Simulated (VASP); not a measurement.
# Au (Fm-3m) in VASP: further runs

Au is run at these levels: PBEsol, LDA, RPBE+D4; tasks: single point.

All numbers are computed with VASP 6.6.1; they aren't measurements. Logs are shortened: lines on timing, memory, paths and dates and some standing lists are left out, and cuts for length are marked.

## (1) The cell of the first run

Symmetry: Fm-3m, No. 225, cubic system. The conventional cell has a = 4.070 Å, b = 4.070 Å, c = 4.070 Å, α = 90.00°, β = 90.00°, γ = 90.00°. Within 3.8 Å of Au (site symmetry m-3m) lie 12 Au at 2.88 Å.

## (2) Single point, PBEsol, non-collinear spin, zero start, spin-orbit coupling

INCAR reads:

```
SYSTEM = Au
  ALGO = Normal
  EDIFF = 1E-6
  ENCUT = 500
  GGA = PS
  GGA_COMPAT = .FALSE.
  ISIF = 2
  ISMEAR = -1
  LASPH = .TRUE.
  LCHARG = .TRUE.
  LMAXMIX = 4
  LORBIT = 11
  LORBMOM = .TRUE.
  LREAL = .FALSE.
  LSORBIT = .TRUE.
  LVHAR = .TRUE.
  LWAVE = .FALSE.
  MAGMOM = 0 0 0
  NBANDS = 22
  NELM = 200
  PREC = Accurate
  SIGMA = 0.05
```

KPOINTS reads:

```
k-points
0
G
  8 8 8
  0 0 0
```

POSCAR reads:

```
Au
1.0
    0.0000000000      2.0350000000      2.0350000000
    2.0350000000      0.0000000000      2.0350000000
    2.0350000000      2.0350000000      0.0000000000
Au
1
Direct
    0.0000000000      0.0000000000      0.0000000000
```

Potentials or basis: VASP PAW PBE potentials, release 64 (Au).

Launch:

```console
cat potpaw_PBE.64/Au/POTCAR > POTCAR
mpirun -np 1 vasp_ncl > vasp.out
```

OUTCAR:

```text
SYSTEM = Au
   EDIFF = 1E-6
   ENCUT = 500
   GGA = PS
   ISIF = 2
   ISMEAR = -1
   LASPH = .TRUE.
   LORBIT = 11
   LREAL = .FALSE.
   LSORBIT = .TRUE.
   NELM = 200
   PREC = Accurate

 ion  position               nearest neighbor table
   1  0.000  0.000  0.000-

  LATTYP: Found a face centered cubic cell.
 ALAT       =     4.0700000000

  Lattice vectors:

 A1 = (   0.0000000000,   2.0350000000,   2.0350000000)
 A2 = (   2.0350000000,   0.0000000000,   2.0350000000)
 A3 = (   2.0350000000,   2.0350000000,   0.0000000000)

Analysis of symmetry for initial positions (statically):
=====================================================================
 Subroutine PRICEL returns:
 Original cell was already a primitive cell.

 Routine SETGRP: Setting up the symmetry group for a
 face centered cubic supercell.

 Subroutine GETGRP returns: Found 48 space group operations
[... 9 lines left out ...]

 Routine SETGRP: Setting up the symmetry group for a
 face centered cubic supercell.

 Subroutine GETGRP returns: Found 48 space group operations
 (whereof 48 operations were pure point group operations)
 out of a pool of 48 trial point group operations.

The dynamic configuration has the point symmetry O_h .

Analysis of structural, dynamic, and magnetic symmetry:
=====================================================================
 Subroutine PRICEL returns:
 Original cell was already a primitive cell.

 Routine SETGRP: Setting up the symmetry group for a
 face centered cubic supercell.

 Subroutine GETGRP returns: Found 48 space group operations
 (whereof 48 operations were pure point group operations)
 out of a pool of 48 trial point group operations.

The overall configuration has the point symmetry O_h .

 Subroutine INISYM returns: Found 48 space group operations
[... 5 lines left out ...]
                                     Primitive cell

  volume of cell :      16.8548

  direct lattice vectors                    reciprocal lattice vectors
     0.000000000  2.035000000  2.035000000    -0.245700246  0.245700246  0.245700246
     2.035000000  0.000000000  2.035000000     0.245700246 -0.245700246  0.245700246
     2.035000000  2.035000000  0.000000000     0.245700246  0.245700246 -0.245700246

  length of vectors
     2.877924599  2.877924599  2.877924599     0.425565309  0.425565309  0.425565309

  position of ions in fractional coordinates (direct lattice)
     0.000000000  0.000000000  0.000000000

  ion indices of the primitive-cell ions
   primitive index   ion index
                 1           1

[... 128 lines left out ...]

 k-point     1 :       0.0000    0.0000    0.0000
  band No.  band energies     occupation
      1      -0.5752      1.00000
      2      -0.5752      1.00000
      3       4.1075      1.00000
      4       4.1075      1.00000
      5       4.1075      1.00000
      6       4.1075      1.00000
[... 589 lines left out ...]
     21      33.4218      0.00000
     22      33.4218      0.00000

 [... further k-points ...]

------------------------ aborting loop because EDIFF is reached ----------------------------------------

  FORCE on cell =-STRESS in cart. coord.  units (eV):
  Direction    XX          YY          ZZ          XY          YZ          ZX
  --------------------------------------------------------------------------------------
  -------------------------------------------------------------------------------------
  Total        0.1434461      0.1434461      0.1434461      0.0000000      0.0000000     -0.0000000
  in kB       13.6356588     13.6356588     13.6356588      0.0000000      0.0000000     -0.0000000
  external PRESSURE =      13.6356588 kB  Pullay stress =       0.0000000 kB

 VOLUME and BASIS-vectors are now :
 -----------------------------------------------------------------------------
  energy-cutoff  :      500.00
  volume of cell :       16.85
      direct lattice vectors                 reciprocal lattice vectors
     0.000000000  2.035000000  2.035000000    -0.245700246  0.245700246  0.245700246
     2.035000000  0.000000000  2.035000000     0.245700246 -0.245700246  0.245700246
     2.035000000  2.035000000  0.000000000     0.245700246  0.245700246 -0.245700246

 POSITION                                       TOTAL-FORCE (eV/Angst)
 -----------------------------------------------------------------------------------
      0.00000      0.00000      0.00000        -0.000000     -0.000000      0.000000
 -----------------------------------------------------------------------------------
    total drift:                               -0.000000      0.000000     -0.000000

  FREE ENERGIE OF THE ION-ELECTRON SYSTEM (eV)
  ---------------------------------------------------
  free  energy   TOTEN  =        -4.1799598257 eV

  energy  without entropy=       -4.1747439448  energy(sigma->0) =       -4.17735189

 orbital moment (x)

 # of ion     p       d       tot
 ----------------------------------------
  1         0.000   0.000   0.000
 ----------------------------------------
            0.000   0.000   0.000

 orbital moment (y)

 # of ion     p       d       tot
 ----------------------------------------
  1         0.000   0.000   0.000
 ----------------------------------------
            0.000   0.000   0.000

 orbital moment (z)

 # of ion     p       d       tot
 ----------------------------------------
  1        -0.000   0.000  -0.000
 ----------------------------------------
           -0.000   0.000  -0.000

 Spin-Orbit-Coupling matrix elements

 Ion:    1  E_soc:     -0.5934743
 l=   1
     0.0000000    -0.0266594    -0.0266594
    -0.0266594     0.0000000    -0.0266594
    -0.0266594    -0.0266594     0.0000000
 l=   2
     0.0000000    -0.0157472     0.0000000    -0.0157472    -0.0565057
    -0.0157472     0.0000000    -0.0423793    -0.0157472    -0.0141264
     0.0000000    -0.0423793     0.0000000    -0.0423793     0.0000000
    -0.0157472    -0.0157472    -0.0423793     0.0000000    -0.0141264
    -0.0565057    -0.0141264     0.0000000    -0.0141264     0.0000000
 l=   3
     0.0000000     0.0000000     0.0000000     0.0000000     0.0000000     0.0000000     0.0000000
     0.0000000     0.0000000     0.0000000     0.0000000     0.0000000     0.0000000     0.0000000
     0.0000000     0.0000000     0.0000000     0.0000000     0.0000000     0.0000000     0.0000000
     0.0000000     0.0000000     0.0000000     0.0000000     0.0000000     0.0000000     0.0000000
     0.0000000     0.0000000     0.0000000     0.0000000     0.0000000     0.0000000     0.0000000
     0.0000000     0.0000000     0.0000000     0.0000000     0.0000000     0.0000000     0.0000000
     0.0000000     0.0000000     0.0000000     0.0000000     0.0000000     0.0000000     0.0000000

 total charge

# of ion       s       p       d       tot
------------------------------------------
    1        0.546   0.378   8.731   9.655

 magnetization (x)

# of ion       s       p       d       tot
------------------------------------------
    1        0.000  -0.000   0.000  -0.000

 magnetization (y)

# of ion       s       p       d       tot
------------------------------------------
    1       -0.000  -0.000   0.000  -0.000

 magnetization (z)

# of ion       s       p       d       tot
------------------------------------------
    1        0.000   0.000   0.000   0.000
```

stdout:

```text
POSCAR found type information on POSCAR Au
 POSCAR found :  1 types and       1 ions
 scaLAPACK will be used
 -----------------------------------------------------------------------------
|                                                                             |
|                                                                             |
|     You enforced a specific xc type in the INCAR file but a different       |
|     I HOPE YOU KNOW WHAT YOU ARE DOING!                                     |
|                                                                             |
 -----------------------------------------------------------------------------

 LDA part: xc-table for (Slater+PW92), standard interpolation
 POSCAR, INCAR and KPOINTS ok, starting setup
 FFT: planning ... GRIDC
 FFT: planning ... GRID_SOFT
 FFT: planning ... GRID
 WAVECAR not read
 entering main loop
```

It took 13 s on 1 thread of Intel Xeon 6975P-C (Granite Rapids), shared host; peak memory 0.19 GiB.

Results:

- Free energy: -4.1800 eV
- Pressure: 1.4 GPa
- Net moment: 0.00 μB per cell
- Valence electrons inside the program's atomic spheres: Au 9.65

Moments on the atoms (μB; x, y, z):
```
Au  0.00 0.00 0.00
```

Caveat: the PAW data sets were made with another functional, which shifts forces and pressure a little.

## (3) Single point, LDA

This run uses another cell than the first one, of 16.52 Å³/atom, 0.980 times its volume.

INCAR reads:

```
SYSTEM = Au
PREC = Accurate
ENCUT = 500
EDIFF = 1E-6
ISMEAR = -1
SIGMA = 0.05
LREAL = .FALSE.
LASPH = .TRUE.
NELM = 120
ALGO = Normal
ISIF = 2
LWAVE = .FALSE.
LCHARG = .FALSE.
NBANDS = 16
GGA_COMPAT = .FALSE.
```

KPOINTS reads:

```
Automatic mesh
0
G
  11 11 11
  0 0 0
```

POSCAR reads:

```
Au
1.0
    0.0000000000      2.0213418704      2.0213418704
    2.0213418704      0.0000000000      2.0213418704
    2.0213418704      2.0213418704      0.0000000000
Au
1
Direct
    0.0000000000      0.0000000000      0.0000000000
```

Potentials or basis: VASP PAW LDA potentials, release 64 (Au_sv_GW).

Launch:

```console
cat potpaw_LDA.64/Au_sv_GW/POTCAR > POTCAR
mpirun -np 1 vasp_std > vasp.out
```

It took 5.4 s on 1 thread of Intel Xeon 6975P-C (Granite Rapids), shared host; peak memory 0.13 GiB.

It converged, with:

```yaml
Free_energy: -3.7950 eV
Pressure: -0.4 GPa
```

Levels at points of the mesh, in eV from the Fermi level:
```
           k point  band 8  band 9  band 10  band 11  band 12  band 13
(0.00, 0.00, 0.00)   -4.88   -3.26    -3.26    14.46    18.57    18.57
```

Caveat: spin-orbit coupling is left out, which moves the levels of the heavy elements.

(Part 1 of 2 ends here.)
